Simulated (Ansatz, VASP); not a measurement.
# Two plane-wave programs on LiF

File INCAR:

```
SYSTEM = LiF
ALGO = Normal ; EDIFF = 1E-6
ENCUT = 520 ; GGA = CA
ISIF = 2 ; ISMEAR = 0
LASPH = .True. ; LCHARG = .True.
LELF = .True. ; LREAL = .False.
LVHAR = .True. ; LWAVE = .False.
NBANDS = 18 ; NELM = 100
PREC = Accurate ; SIGMA = 0.05
```

File KPOINTS:

```
k-points
0
Gamma
  9 9 6
  0 0 0
```

File POSCAR:

```
LiF
1.0
    3.0609398175      0.0000000000      0.0000000000
   -1.5304699087      2.6508516414      0.0000000000
    0.0000000000      0.0000000000      4.9515443071
Li F
2 2
Direct
    0.3333333333      0.6666666667      0.3811542600
    0.6666666667      0.3333333333      0.8811542600
    0.3333333333      0.6666666667      0.9938437400
    0.6666666667      0.3333333333      0.4938437400
```

Input for Ansatz:

```yaml
crystal:
  lattice:
    - [3.0609398175, 0.0, 0.0]
    - [-1.5304699087, 2.6508516414, 0.0]
    - [0.0, 0.0, 4.9515443071]
  atoms:
    - { symbol: Li, position: [0.3333333333, 0.6666666667, 0.38115426] }
    - { symbol: Li, position: [0.6666666667, 0.3333333333, 0.88115426] }
    - { symbol: F, position: [0.3333333333, 0.6666666667, 0.99384374] }
    - { symbol: F, position: [0.6666666667, 0.3333333333, 0.49384374] }
basis:
  ecutwfc: 420
kpoints:
  mp_grid: { grid: [9, 9, 6] }
hamiltonian:
  xc: lda
scf:
  occupations: { method: gaussian, width: 0.05 }
output:
  forces: true
  stress: true
  eigenvalues: true
```

Change from the starting cell: strain +0.000 along x and y, +0.030 along z, atoms carried along.

Alike in both runs: task single point; functional LDA; k mesh 9 × 9 × 6; occupations gaussian, width 0.05 eV; no spin polarisation.

```csv
,VASP,Ansatz
version,VASP 6.6.1,Ansatz 0.2.0
potentials or method,"VASP PAW LDA potentials, release 64 (Li_sv, F), cutoff 520 eV","scalar-relativistic, plane waves, PAW"
valence electrons in the cell,20,20
```

VASP gave:

| Property | Result |
| --- | --- |
| gap on the k mesh at the Fermi level (eV) | 7.46 |
| least direct gap on the mesh (eV) | 7.46 |
| rms of the force components (eV/Å) | 0.053 |

Task: Which values does Ansatz return?

Result: gap on the k mesh at the Fermi level (eV): 7.48; least direct gap on the mesh (eV): 7.48; rms of the force components (eV/Å): 0.052.

LDA's correlation is that of Perdew and Zunger in VASP and of Perdew and Wang (1992) in Ansatz. Atom by atom the forces differ by 0.001 eV/Å (rms over components).

Noted on VASP's run: the cutoff is short for stress, so the pressure is rough.
